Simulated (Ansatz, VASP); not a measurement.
## SnTe3: VASP beside Ansatz

INCAR

```
ALGO = Normal
EDIFF = 1E-7
ENCUT = 520
GGA = PE
ISIF = 2
ISMEAR = 1
LASPH = True
LCHARG = False
LREAL = False
LWAVE = False
NBANDS = 24
NELM = 100
PREC = Accurate
SIGMA = 0.5
```

File KPOINTS:

```
k-points
0
Gamma
  10 10 10
```

Contents of POSCAR:

```
SnTe3
1.0
    0.0000000000      3.8612190000      3.8612190000
    3.8612190000      0.0000000000      3.8612190000
    3.8612190000      3.8612190000      0.0000000000
Sn Te
1 3
Direct
    0.0000000000      0.0000000000      0.0000000000
    0.2500000000      0.2500000000      0.2500000000
    0.7500000000      0.7500000000      0.7500000000
    0.5000000000      0.5000000000      0.5000000000
```

Input for Ansatz:

```yaml
crystal:
  lattice:
    - [0.0, 3.861219, 3.861219]
    - [3.861219, 0.0, 3.861219]
    - [3.861219, 3.861219, 0.0]
  atoms:
    - { symbol: Sn, position: [0.0, 0.0, 0.0] }
    - { symbol: Te, position: [0.25, 0.25, 0.25] }
    - { symbol: Te, position: [0.75, 0.75, 0.75] }
    - { symbol: Te, position: [0.5, 0.5, 0.5] }
basis:
  ecutwfc: 420
kpoints:
  mp_grid: { grid: [10, 10, 10] }
hamiltonian:
  xc: pbe
scf:
  occupations: { method: cold, width: 0.5 }
output:
  forces: true
  stress: true
  eigenvalues: true
```

Alike in both runs: task single point; functional PBE; k mesh 10 × 10 × 10; no spin polarisation.

|  | VASP | Ansatz |
| --- | --- | --- |
| version | VASP 6.6.1 | Ansatz 0.2.0 |
| potentials or method | VASP PAW PBE potentials, release 64 (Sn_d, Te), cutoff 520 eV | scalar-relativistic, plane waves, PAW |
| occupations | methfessel-paxton of order 1, width 0.5 eV | cold, width 0.5 eV |
| valence electrons in the cell | 32 | 62 |

```csv
,VASP,Ansatz,Ansatz less VASP
gap on the k mesh at the Fermi level (eV),none,none,-
pressure (GPa),-0.1,-0.1,+0.06
```

A gap of «none» marks a metal or a gap that the smearing closes. VASP's potentials hold 32 valence electrons a cell and Ansatz's 62, so a difference there can come from the potentials and not from the codes.

Spin-orbit coupling is off throughout.
